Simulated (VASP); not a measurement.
Input of a VASP 6.6.1 run:

POSCAR

```
Nb
1.0
    4.6168519172      0.0000000000      0.0000000000
   -2.3084259586      3.9983110458      0.0000000000
    0.0000000000      0.0000000000      2.9413185892
Nb
3
Direct
    0.3333225009      0.0000000000      0.3333333333
    0.0000000000      0.3333225009      0.6666666667
    0.6666774991      0.6666774991      0.0000000000
```

The input INCAR.step1:

```
SYSTEM = Nb
PREC = Accurate
ENCUT = 520
ISMEAR = 0
SIGMA = 0.1
LREAL = .False.
LASPH = .True.
NELM = 80
NBANDS = 26
GGA = PE
ALGO = Normal
EDIFF = 1E-4
LWAVE = .True.
LCHARG = .False.
```

Contents of INCAR.step2:

```
SYSTEM = Nb
PREC = Accurate
ENCUT = 520
EDIFF = 1E-6
ISMEAR = 0
SIGMA = 0.1
LREAL = .False.
LASPH = .True.
NELM = 80
ALGO = Normal
ISIF = 2
LWAVE = .False.
LCHARG = .True.
METAGGA = R2SCAN
LMIXTAU = .True.
LELF = .True.
LVHAR = .True.
NBANDS = 26
ISTART = 1
```

KPOINTS

```
regular mesh
0
Gamma
  6 6 4
  0 0 0
```

Potentials or basis: VASP PAW PBE potentials, release 64 (Nb_sv).

Launch:

```bash
$ cat potpaw_PBE.64/Nb_sv/POTCAR > POTCAR
$ cp INCAR.step1 INCAR
$ mpirun -np 1 vasp_std > vasp.out
$ cp INCAR.step2 INCAR
$ mpirun -np 1 vasp_std > vasp.out
```

**Question.** Predict the pressure.

**Answer.** -0.2 GPa.

Stress tensor (GPa, compression positive):
```
-0.34  0.00  0.00
 0.00 -0.34  0.00
 0.00  0.00  0.07
```

Caveat: the k points lie up to 0.53 Å⁻¹ apart; the PAW data sets were made with another functional, which shifts forces and pressure a little.
